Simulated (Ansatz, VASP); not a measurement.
# One calculation of MgBe3Ge, two programs

```
Mg Be Ge
1.0
     4.74248    0.00000    0.00000
    -2.37124    4.10711    0.00000
     0.00000    0.00000    5.07593
Mg Be Ge
1 3 1
Direct
  0.00000 0.00000 0.00000
  0.50000 0.00000 0.00000
  0.00000 0.50000 0.00000
  0.50000 0.50000 0.00000
  0.00000 0.00000 0.50000
```

Alike in both runs: functional PBE; k mesh 6 × 6 × 6; occupations gaussian, width 0.1 eV; no spin polarisation.

Ansatz relaxed the structure, and its values are those at the end. VASP's run is a single point on that final structure, the one shown.

```csv
,VASP,Ansatz
version,VASP 6.6.1,Ansatz 0.2.0
potentials or method,"VASP PAW PBE potentials, release 64 (Mg, Be, Ge_d), cutoff 520 eV","scalar-relativistic, plane waves, PAW"
valence electrons in the cell,22,30
```

|  | VASP | Ansatz | Ansatz less VASP |
| --- | --- | --- | --- |
| gap on the k mesh at the Fermi level (eV) | none | none | - |
| pressure (GPa) | 0.0 | 0.0 | -0.07 |

A gap of «none» marks a metal or a gap that the smearing closes. With one functional, cell and mesh, what is left measures potentials, basis and numerics. VASP's potentials hold 22 valence electrons a cell and Ansatz's 30, so a difference there can come from the potentials and not from the codes.
